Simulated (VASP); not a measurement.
Set up this calculation in VASP 6.6.1, as the native input.

```yaml
Task: relaxation of cell and atoms
Functional: PBE
Potentials_or_basis: VASP PAW PBE potentials, release 64 (As, Se)
Cutoff: 600 eV
k_mesh: 8 × 8 × 8
Occupations: gaussian, width 0.1 eV
Spin: no spin polarisation
Dipole_correction: no
Further_INCAR_settings: ALGO = Normal; EDIFF = 1e-06; IBRION = 2; EDIFFG = -0.01; NSW = 100; ISIF = 3
```

The structure of AsSe4 lies in POSCAR:

```
AsSe4
1.0
   -3.2018708700      3.2018708700      3.2018708700
    3.2018708700     -3.2018708700      3.2018708700
    3.2018708700      3.2018708700     -3.2018708700
As Se
1 4
Direct
    0.0000000000      0.0000000000      0.0000000000
    0.5000000000      0.5000000000      0.5000000000
    0.5000000000      0.0000000000      0.0000000000
    0.0000000000      0.0000000000      0.5000000000
    0.0000000000      0.5000000000      0.0000000000
```

The cell was built from a structure type or drawn by symmetry, and may not be a known phase.

One way to write it, as run:

INCAR

```
ALGO = Normal
EDIFF = 1E-6
EDIFFG = -0.01
ENCUT = 600
GGA = PE
IBRION = 2
ISIF = 3
ISMEAR = 0
LASPH = T
LCHARG = F
LREAL = F
LWAVE = F
NELM = 100
NSW = 100
PREC = Accurate
SIGMA = 0.1
```

KPOINTS

```
k-points
0
Gamma
  8 8 8
```

Potentials or basis: VASP PAW PBE potentials, release 64 (As, Se).

Run with:

```console
$ cat potpaw_PBE.64/As/POTCAR potpaw_PBE.64/Se/POTCAR > POTCAR
$ mpirun -np 1 vasp_std > vasp.out
```

It gave:

```
Relaxed volume                        : 24.63 Å³/atom
Relaxed cell                          : a = 5.429 Å, b = 5.429 Å, c = 5.429 Å, α = 109.47°, β = 109.47°, γ = 109.47°
Space group after relaxing (to 0.1 Å) : Im-3m (No. 229)
Energy gained by relaxing             : 16.6 meV/atom
Ionic steps                           : 3
Pressure after relaxing               : 0.0 GPa
Band gap on the k mesh                : zero (an odd number of electrons rules out a gap without spin polarisation)
```

Run time: 99 s on 1 thread of AMD EPYC 9R45 96-Core Processor (Zen 5) (shared host), peak memory 0.35 GiB.
